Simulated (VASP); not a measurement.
Input of a VASP 6.6.1 run:

File INCAR:

```
ALGO = Normal
EDIFF = 1E-8
ENCUT = 520
GGA = PE
ISIF = 2
ISMEAR = -1
LASPH = T
LCHARG = F
LEFG = T
LREAL = F
LWAVE = F
NBANDS = 12
NELM = 80
PREC = Accurate
SIGMA = 0.05
```

The input KPOINTS:

```
k-points
0
Gamma
  12 12 7
```

File POSCAR:

```
Sb
1.0
    3.3690001795      0.0000000000      0.0000000000
   -1.6845000898      2.9176397408      0.0000000000
    0.0000000000      0.0000000000      5.3300000000
Sb
2
Direct
    0.3333333333      0.6666666667      0.2500000000
    0.6666666667      0.3333333333      0.7500000000
```

Potentials or basis: VASP PAW PBE potentials, release 64 (Sb).

Run with:

```sh
$ cat potpaw_PBE.64/Sb/POTCAR > POTCAR
$ mpirun -np 1 vasp_std > vasp.out
```

(1) What does it give for the band gap on the k mesh?

(2) Estimate the pressure.

## Answers

(1) zero (band 5 reaches 12.92 eV, above the bottom of band 6 at 5.95 eV).

(2) 2.9 GPa.

Caveat: without QUAD_EFG the Cq values of the log hold for a quadrupole moment of 1 mb, not for the nuclei; spin-orbit coupling is left out, which moves the levels of the heavy elements.
